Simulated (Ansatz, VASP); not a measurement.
Two plane-wave programs on Sb2Se3

```xyz
20
Lattice="12.8481 0.0000 0.0000 0.0000 4.0297 0.0000 0.0000 0.0000 11.5375" Properties=species:S:1:pos:R:3 pbc="T T T"
Sb    1.7634    3.0223    0.4234
Sb   11.0846    1.0074   11.1141
Sb    4.6606    1.0074    6.1922
Sb    8.1875    3.0223    5.3453
Sb    0.4698    1.0074    3.8263
Sb   12.3783    3.0223    7.7112
Sb    5.9543    3.0223    9.5950
Sb    6.8938    1.0074    1.9425
Se   12.2445    3.0223    1.5360
Se    0.6036    1.0074   10.0015
Se    7.0277    1.0074    7.3048
Se    5.8204    3.0223    4.2327
Se    2.6260    1.0074    2.1993
Se   10.2221    3.0223    9.3382
Se    3.7980    3.0223    7.9680
Se    9.0501    1.0074    3.5695
Se    8.0651    3.0223    0.5504
Se    4.7829    1.0074   10.9871
Se   11.2070    1.0074    6.3192
Se    1.6411    3.0223    5.2184
```

Alike in both runs: functional PBE; k mesh 2 × 6 × 2; occupations gaussian, width 0.02 eV; no spin polarisation.

Ansatz relaxed the structure, and its values are those at the end. VASP's run is a single point on that final structure, the one shown.

|  | VASP | Ansatz |
| --- | --- | --- |
| version | VASP 6.6.1 | Ansatz 0.2.0 |
| potentials or method | VASP PAW PBE potentials, release 64 (Sb, Se), cutoff 520 eV | scalar-relativistic, plane waves, PAW |
| valence electrons in the cell | 112 | 312 |

VASP gave:

* gap on the k mesh at the Fermi level (eV): 0.86
* least direct gap on the mesh (eV): 1.01
* pressure (GPa): 0.1
* rms of the force components (eV/Å): 0.015

Task: Which values does Ansatz return?

Result: gap on the k mesh at the Fermi level (eV): 0.88; least direct gap on the mesh (eV): 1.03; pressure (GPa): 0.0; rms of the force components (eV/Å): 0.004.

VASP's potentials hold 112 valence electrons a cell and Ansatz's 312, so a difference there can come from the potentials and not from the codes.

Neither program's run includes spin-orbit coupling.
